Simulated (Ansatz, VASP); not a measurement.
## P2Se2O in VASP and in Ansatz

```xyz
5
Lattice="4.7273 0.0000 0.0000 -2.3637 4.0940 0.0000 0.0000 0.0000 5.6921" Properties=species:S:1:pos:R:3 pbc="T T T"
P     0.0000    0.0000    1.2135
P     0.0000    0.0000    4.4786
Se    0.0000    2.7293    0.0000
Se    2.3637    1.3647    0.0000
O     0.0000    0.0000    2.8460
```

Alike in both runs: task relaxation of cell and atoms; functional PBE; dispersion D3(BJ); k mesh 12 × 12 × 8; occupations gaussian, width 0.1 eV; no spin polarisation.

|  | VASP | Ansatz |
| --- | --- | --- |
| version | VASP 6.6.1 | Ansatz 0.2.0 |
| potentials or method | VASP PAW PBE potentials, release 64 (P, Se, O), cutoff 600 eV | scalar-relativistic, plane waves, PAW |
| valence electrons in the cell | 28 | 48 |

```tsv
	VASP	Ansatz	Ansatz less VASP
gap on the k mesh at the Fermi level, each at its own relaxed structure (eV)	none	none	-
relaxed volume (Å³/atom)	22.24	22.27	+0.028
relaxed length of the cell vector where the two differ most in proportion (Å)	5.557	5.564	+0.0071
```

A gap of «none» marks a metal or a gap that the smearing closes. VASP's potentials hold 28 valence electrons a cell and Ansatz's 48, so a difference there can come from the potentials and not from the codes.
